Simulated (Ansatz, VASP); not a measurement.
## Two plane-wave programs on VN2

The input INCAR:

```
SYSTEM = VN2
  ALGO = Normal
  EDIFF = 1E-6
  ENCUT = 520
  GGA = PE
  ISIF = 2
  ISMEAR = 0
  LASPH = .True.
  LCHARG = .False.
  LREAL = .False.
  LWAVE = .False.
  NBANDS = 32
  NELM = 80
  PREC = Accurate
  SIGMA = 0.1
```

KPOINTS

```
k-points
0
Gamma
  12 12 12
  0 0 0
```

The input POSCAR:

```
VN2
1.0
   -2.1507500000      2.1507500000      2.4913500000
    2.1507500000     -2.1507500000      2.4913500000
    2.1507500000      2.1507500000     -2.4913500000
V N
2 4
Direct
    0.2500000000      0.2500000000      0.0000000000
    0.7500000000      0.7500000000      0.0000000000
    0.1151000000      0.6151000000      0.7302000000
    0.6151000000      0.8849000000      0.5000000000
    0.8849000000      0.3849000000      0.2698000000
    0.3849000000      0.1151000000      0.5000000000
```

Input for Ansatz:

```yaml
crystal:
  lattice:
    - [-2.15075, 2.15075, 2.49135]
    - [2.15075, -2.15075, 2.49135]
    - [2.15075, 2.15075, -2.49135]
  atoms:
    - { symbol: V, position: [0.25, 0.25, 0.0] }
    - { symbol: V, position: [0.75, 0.75, 0.0] }
    - { symbol: "N", position: [0.1151, 0.6151, 0.7302] }
    - { symbol: "N", position: [0.6151, 0.8849, 0.5] }
    - { symbol: "N", position: [0.8849, 0.3849, 0.2698] }
    - { symbol: "N", position: [0.3849, 0.1151, 0.5] }
basis:
  ecutwfc: 420
kpoints:
  mp_grid: { grid: [12, 12, 12] }
hamiltonian:
  xc: pbe
scf:
  occupations: { method: gaussian, width: 0.1 }
output:
  forces: true
  stress: true
  eigenvalues: true
  populations: true
```

Alike in both runs: task single point; functional PBE; k mesh 12 × 12 × 12; occupations gaussian, width 0.1 eV; no spin polarisation.

|  | VASP | Ansatz |
| --- | --- | --- |
| version | VASP 6.6.1 | Ansatz 0.2.0 |
| potentials or method | VASP PAW PBE potentials, release 64 (V_sv, N), cutoff 520 eV | scalar-relativistic, plane waves, PAW |
| valence electrons in the cell | 46 | 46 |

```csv
,VASP,Ansatz,Ansatz less VASP
gap on the k mesh at the Fermi level (eV),none,none,-
pressure (GPa),-0.3,-0.9,-0.65
"traceless stress, the component that is largest in VASP (GPa)",-1.01,-0.89,+0.116
rms of the force components (eV/Å),0.174,0.194,+0.0203
```

Atom by atom the forces differ by 0.020 eV/Å (rms over components). A gap of «none» marks a metal or a gap that the smearing closes. The functional is the same, so the differences come from potentials, cutoffs and numerics.
